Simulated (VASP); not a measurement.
# TaN (C2/m) in VASP: a series of runs

TaN is run at these levels: PBE; tasks: single point.

Program: VASP 6.6.1. These are calculated values, not measurements. Logs are shortened: lines on timing, memory, paths and dates and some standing lists are left out, and cuts for length are marked.

## (1) The cell of the first run

Symmetry: C2/m, No. 12, monoclinic system. Conventional cell: a = 4.416 Å, b = 4.416 Å, c = 4.416 Å, α = 90.00°, β = 90.00°, γ = 90.00°. Within 2.8 Å of Ta (site symmetry m) lie 6 N at 2.14 to 2.29 Å. Within 2.8 Å of N (site symmetry m) lie 6 Ta at 2.14 to 2.29 Å.

## (2) Single point, PBE (mode 1 frozen in at -0.137 Å and mode 2 at -0.060 Å (largest displacements))

INCAR

```
PREC = Accurate
ENCUT = 520
EDIFF = 1E-7
ISMEAR = 0
SIGMA = 0.15
LREAL = False
LASPH = True
NELM = 100
ALGO = Normal
ISIF = 2
LWAVE = False
LCHARG = False
GGA = PE
NBANDS = 24
```

KPOINTS

```
regular mesh
0
Gamma
  14 14 10
```

POSCAR

```
TaN
1.0
    0.0000000000     -2.2081122572     -2.2081122572
    0.0000000000      2.2081122572     -2.2081122572
    4.4162245144      0.0000000000      0.0000000000
Ta N
2 2
Direct
    0.5121475408      0.4878524592     -0.0136772867
   -0.0121475408      0.0121475408      0.5136772867
    0.4864590218      0.5135409782      0.4690912453
    0.0135409782     -0.0135409782      0.0309087547
```

Potentials or basis: VASP PAW PBE potentials, release 64 (Ta_pv, N).

The run is started by

```sh
cat potpaw_PBE.64/Ta_pv/POTCAR potpaw_PBE.64/N/POTCAR > POTCAR
mpirun -np 1 vasp_std > vasp.out
```

OUTCAR:

```text
PREC = Accurate
   ENCUT = 520
   EDIFF = 1E-7
   ISMEAR = 0
   LREAL = False
   LASPH = True
   NELM = 100
   ISIF = 2
   GGA = PE

 ion  position               nearest neighbor table
   1  0.512  0.488  0.986-   3 2.14   4 2.21   4 2.22   4 2.22   4 2.22   3 2.29   2 2.96   2 3.04
                             2 3.04   2 3.12   2 3.14   2 3.21   2 3.21   2 3.28
   2  0.988  0.012  0.514-   4 2.14   3 2.21   3 2.22   3 2.22   3 2.22   4 2.29   1 2.96   1 3.04
                             1 3.04   1 3.12   1 3.14   1 3.21   1 3.21   1 3.28
   3  0.486  0.514  0.469-   1 2.14   2 2.21   2 2.22   2 2.22   2 2.22   1 2.29
   4  0.014  0.986  0.031-   2 2.14   1 2.21   1 2.22   1 2.22   1 2.22   2 2.29

  LATTYP: Found a simple tetragonal cell.
 ALAT       =     3.1227423014
 C/A-ratio  =     1.4142135624

  Lattice vectors:

 A1 = (   0.0000000000,  -2.2081122572,  -2.2081122572)
 A2 = (   0.0000000000,   2.2081122572,  -2.2081122572)
 A3 = (   4.4162245144,   0.0000000000,   0.0000000000)

Analysis of symmetry for initial positions (statically):
=====================================================================
 Subroutine PRICEL returns:
 Original cell was already a primitive cell.

 Routine SETGRP: Setting up the symmetry group for a
 simple tetragonal supercell.

 Subroutine GETGRP returns: Found  4 space group operations
 (whereof  2 operations were pure point group operations)
 out of a pool of 16 trial point group operations.

The static configuration has the point symmetry C_1h.
 The point group associated with its full space group is C_2h.

Analysis of symmetry for dynamics (positions and initial velocities):
=====================================================================
 Subroutine PRICEL returns:
 Original cell was already a primitive cell.

 Routine SETGRP: Setting up the symmetry group for a
 simple tetragonal supercell.

 Subroutine GETGRP returns: Found  4 space group operations
 (whereof  2 operations were pure point group operations)
 out of a pool of 16 trial point group operations.

The dynamic configuration has the point symmetry C_1h.
 The point group associated with its full space group is C_2h.

 Subroutine INISYM returns: Found  4 space group operations
 (whereof  2 operations are pure point group operations),
 and found     1 'primitive' translations

----------------------------------------------------------------------------------------

                                     Primitive cell

  volume of cell :      43.0649

  direct lattice vectors                    reciprocal lattice vectors
     0.000000000 -2.208112257 -2.208112257     0.000000000 -0.226437763 -0.226437763
     0.000000000  2.208112257 -2.208112257     0.000000000  0.226437763 -0.226437763
     4.416224514  0.000000000  0.000000000     0.226437763  0.000000000  0.000000000

  length of vectors
     3.122742301  3.122742301  4.416224514     0.320231355  0.320231355  0.226437763

  position of ions in fractional coordinates (direct lattice)
     0.512147541  0.487852459  0.986322713
     0.987852459  0.012147541  0.513677287
     0.486459022  0.513540978  0.469091245
     0.013540978  0.986459022  0.030908755

  ion indices of the primitive-cell ions
   primitive index   ion index
                 1           1
                 2           2
                 3           3
                 4           4

----------------------------------------------------------------------------------------

 KPOINTS: regular mesh

Automatic generation of k-mesh.
 Grid dimensions read from file:
 generate k-points for:   14   14   10

 Generating k-lattice:

  Cartesian coordinates                     Fractional coordinates (reciprocal lattice)
     0.000000000 -0.016174126 -0.016174126     0.071428571  0.000000000  0.000000000
     0.000000000  0.016174126 -0.016174126     0.000000000  0.071428571  0.000000000
     0.022643776  0.000000000  0.000000000     0.000000000  0.000000000  0.100000000

  Length of vectors
     0.022873668  0.022873668  0.022643776

  Shift w.r.t. Gamma in fractional coordinates (k-lattice)
     0.000000000  0.000000000  0.000000000

 Subroutine IBZKPT returns following result:
 ===========================================

 Found    534 irreducible k-points:

 Following reciprocal coordinates:
            Coordinates               Weight
  0.000000  0.000000  0.000000      1.000000
  0.071429  0.000000  0.000000      4.000000
  0.142857  0.000000  0.000000      4.000000
  0.214286  0.000000  0.000000      4.000000
  0.285714  0.000000  0.000000      4.000000
  0.357143  0.000000  0.000000      4.000000
[... 16 lines left out ...]
 -0.142857  0.142857  0.000000      2.000000
  0.214286  0.142857  0.000000      4.000000
 [... further k-points ...]
   k-points           NKPTS =    534   k-points in BZ     NKDIM =    534   number of bands    NBANDS=     24
   number of dos      NEDOS =    301   number of ions     NIONS =      4
   total plane-waves  NPLWV =  20736
   dimension x,y,z NGX =    24 NGY =   24 NGZ =   36
   dimension x,y,z NGXF=    48 NGYF=   48 NGZF=   72
   ions per type =               2   2
   NGX,Y,Z   is equivalent  to a cutoff of  12.78, 12.78, 13.55 a.u.
   NGXF,Y,Z  is equivalent  to a cutoff of  25.55, 25.55, 27.10 a.u.
 SYSTEM =  unknown system
   PREC   = accura    normal or accurate (medium, high low for compatibility)
   ISTART =      0    job   : 0-new  1-cont  2-samecut
   ICHARG =      2    charge: 1-file 2-atom 10-const
   ISPIN  =      1    spin polarized calculation?
   LNONCOLLINEAR =      F non collinear calculations
   LSORBIT =      F    spin-orbit coupling
   LASPH  =      T    aspherical Exc in radial PAW
   ENCUT  =  520.0 eV  38.22 Ry    6.18 a.u.   5.81  5.81  8.21*2*pi/ulx,y,z
   NELM   =    100;   NELMIN=  2; NELMDL= -5     # of ELM steps
   EDIFF  = 0.1E-06   stopping-criterion for ELM
   LREAL  =      F    real-space projection
   EDIFFG = 0.1E-05   stopping-criterion for IOM
   NSW    =      0    number of steps for IOM
   IBRION =     -1    ionic relax: 0-MD 1-quasi-New 2-CG
   NFREE  =      0    steps in history (QN), initial steepest desc. (CG)
   ISIF   =      2    stress and relaxation
   ISYM   =      2    0-nonsym 1-usesym 2-fastsym
   POTIM  = 0.5000    time-step for ionic-motion
   TEBEG  =    0.0;   TEEND  =   0.0 temperature during run
   PSTRESS=    0.0 pullay stress
   NELECT =      32.0000    total number of electrons
   NUPDOWN=      -1.0000    fix difference up-down
   EMIN   =  10.00;   EMAX   =-10.00  energy-range for DOS
   EFERMI =   0.00;   METHOD = LEGACY
   ISMEAR =     0;   SIGMA  =   0.15  broadening in eV -4-tet -1-fermi 0-gaus
   EFERMI_NEDOS =   21; number of points for ismear=-14 and -15
   IALGO  =     38    algorithm
   IMIX   =      4    mixing-type and parameters
     AMIX     =   0.40;   BMIX     =  1.00
     AMIX_MAG =   1.60;   BMIX_MAG =  1.00
  volume/ion in A,a.u.               =      10.77        72.65
  Fermi-wavevector in a.u.,A,eV,Ry     =   1.482804  2.802093 29.915225  2.198707
  Thomas-Fermi vector in A             =   2.596544
   LORBIT       =      0    0 simple, 1 ext, 2 COOP (PROOUT), +10 PAW based schemes
   GGA     = PE    functional components
   LHFCALC =     F    Hartree Fock is set to
   AEXX    =    0.0000 exact exchange contribution
   IVDW    =     0    specifies the selected vdW correction
   LEPSILON=     F    determine dielectric tensor
   LRPA    =     F    only Hartree local field effects (RPA)
 non-spin polarized calculation
 Gauss-broadening in eV      SIGMA  =   0.15
  energy-cutoff  :      520.00
  volume of cell :       43.06
 maximum number of plane-waves:      1208
   NGX = 11   NGY = 11   NGZ = 17

 number of electron      32.0000000 magnetization

 Free energy of the ion-electron system (eV)
  ---------------------------------------------------
  ext. energy  EPLUGINS =         0.00000000
  ---------------------------------------------------
  free energy    TOTEN  =       -43.76904939 eV

  energy without entropy =      -43.75112798  energy(sigma->0) =      -43.76008868

 E-fermi :   9.1543     XC(G=0): -13.3664

 val. band max:        9.1534296595   @ k =   0.0714   0.0714   0.3000
 cond. band min:       9.1544503399   @ k =   0.2143   0.1429   0.4000
 fundamental gap:      0.0010206804
 Fermi energy:         9.1542633332

 k-point     1 :       0.0000    0.0000    0.0000
  band No.  band energies     occupation
      1     -27.0948      2.00000
      2     -26.7126      2.00000
      3     -26.6983      2.00000
      4     -26.4352      2.00000
      5     -26.4331      2.00000
      6     -26.3650      2.00000
[... 16 lines left out ...]
     23      12.7973      0.00000
     24      12.9578      0.00000

 k-point     2 :       0.0714    0.0000    0.0000
  band No.  band energies     occupation
      1     -27.0848      2.00000
      2     -26.7267      2.00000
      3     -26.6976      2.00000
      4     -26.4582      2.00000
      5     -26.4357      2.00000
      6     -26.3728      2.00000
[... 16 lines left out ...]
     23      12.7325      0.00000
     24      12.8933      0.00000

 k-point     3 :       0.1429    0.0000    0.0000
  band No.  band energies     occupation
      1     -27.0556      2.00000
      2     -26.7786      2.00000
      3     -26.6819      2.00000
      4     -26.5285      2.00000
      5     -26.4423      2.00000
      6     -26.3911      2.00000
[... 16 lines left out ...]
     23      12.6260      0.00000
     24      12.7729      0.00000

 k-point     4 :       0.2143    0.0000    0.0000
  band No.  band energies     occupation
      1     -27.0101      2.00000
      2     -26.8519      2.00000
      3     -26.6592      2.00000
      4     -26.6288      2.00000
      5     -26.4594      2.00000
      6     -26.4134      2.00000
[... 16 lines left out ...]
     23      12.9104      0.00000
     24      13.7093      0.00000

 k-point     5 :       0.2857    0.0000    0.0000
  band No.  band energies     occupation
      1     -26.9558      2.00000
      2     -26.9276      2.00000
      3     -26.7480      2.00000
      4     -26.6202      2.00000
      5     -26.4950      2.00000
      6     -26.4331      2.00000
[... 16 lines left out ...]
     23      13.6527      0.00000
     24      13.8787      0.00000

 k-point     6 :       0.3571    0.0000    0.0000
  band No.  band energies     occupation
      1     -26.9915      2.00000
      2     -26.9218      2.00000
      3     -26.8212      2.00000
      4     -26.5845      2.00000
      5     -26.5469      2.00000
      6     -26.4521      2.00000
[... 16 lines left out ...]
     23      14.7331      0.00000
     24      14.9190      0.00000
[... 379 lines left out ...]
 k-point    21 :       0.5000    0.0714    0.0000
  band No.  band energies     occupation
      1     -27.0266      2.00000
      2     -27.0082      2.00000
      3     -26.7432      2.00000
      4     -26.6471      2.00000
      5     -26.5436      2.00000
      6     -26.5035      2.00000
[... 16 lines left out ...]
     23      15.8217      0.00000
     24      15.8895      0.00000

 k-point    22 :       0.1429    0.1429    0.0000
  band No.  band energies     occupation
      1     -27.0196      2.00000
      2     -26.7793      2.00000
      3     -26.7301      2.00000
      4     -26.5858      2.00000
      5     -26.4814      2.00000
      6     -26.4135      2.00000
[... 16 lines left out ...]
     23      12.9765      0.00000
     24      13.6311      0.00000

 k-point    23 :      -0.1429    0.1429    0.0000
  band No.  band energies     occupation
      1     -27.0191      2.00000
      2     -26.7942      2.00000
      3     -26.7165      2.00000
      4     -26.5697      2.00000
      5     -26.4851      2.00000
      6     -26.4251      2.00000
[... 16 lines left out ...]
     23      12.8547      0.00000
     24      13.6535      0.00000

 k-point    24 :       0.2143    0.1429    0.0000
  band No.  band energies     occupation
      1     -26.9781      2.00000
      2     -26.8423      2.00000
      3     -26.7146      2.00000
      4     -26.6714      2.00000
      5     -26.5008      2.00000
      6     -26.4397      2.00000
[... 16 lines left out ...]
     23      13.1502      0.00000
     24      13.9418      0.00000

 [... further k-points ...]
[... 5 lines left out ...]
  --------------------------------------------------------------------------------------
  -------------------------------------------------------------------------------------
  Total        2.4793202     -0.3450384     -1.0556185     -0.2845413      0.0000000      0.0000000
  in kB       92.2400993    -12.8367353    -39.2730067    -10.5860122      0.0000000      0.0000000
  external PRESSURE =      13.3767858 kB  Pullay stress =       0.0000000 kB

 VOLUME and BASIS-vectors are now :
 -----------------------------------------------------------------------------
  energy-cutoff  :      520.00
  volume of cell :       43.06
      direct lattice vectors                 reciprocal lattice vectors
     0.000000000 -2.208112257 -2.208112257     0.000000000 -0.226437763 -0.226437763
     0.000000000  2.208112257 -2.208112257     0.000000000  0.226437763 -0.226437763
     4.416224514  0.000000000  0.000000000     0.226437763  0.000000000  0.000000000

 POSITION                                       TOTAL-FORCE (eV/Angst)
 -----------------------------------------------------------------------------------
      4.35582     -0.05365     -2.20811        -1.287721     -0.259663      0.000000
      2.26851     -2.15447     -2.20811         1.287721      0.259663      0.000000
      2.07161      0.05980     -2.20811         0.364695     -0.020201      0.000000
      0.13650      2.14831     -2.20811        -0.364695      0.020201      0.000000
 -----------------------------------------------------------------------------------
    total drift:                               -0.000000      0.000000     -0.000000

  FREE ENERGIE OF THE ION-ELECTRON SYSTEM (eV)
  ---------------------------------------------------
  free  energy   TOTEN  =       -43.7690493874 eV

  energy  without entropy=      -43.7511279799  energy(sigma->0) =      -43.76008868
```

Wall time 2.6 min (1 thread of Intel Xeon 6975P-C (Granite Rapids), shared host); peak memory 0.53 GiB.

What came out:

```
Free energy            : -43.7690 eV
Pressure               : 1.3 GPa
Largest force          : 1.314 eV/Å
Band gap on the k mesh : zero (band 16 reaches 10.88 eV, above the bottom of band 17 at 7.63 eV)
```

Forces in eV/Å, atoms in the order of the input:
```
Ta  -1.288 -0.260  0.000
Ta   1.288  0.260  0.000
N    0.365 -0.020  0.000
N   -0.365  0.020  0.000
```

Caveat: the cell differs from its parent crystal (mode 1 frozen in at -0.137 Å and mode 2 at -0.060 Å (largest displacements)); spin-orbit coupling is left out, which moves the levels of the heavy elements; forces of over 1 eV/Å act on the atoms, so gaps and moduli don't describe the material at rest.

(Part 1 of 2 ends here.)
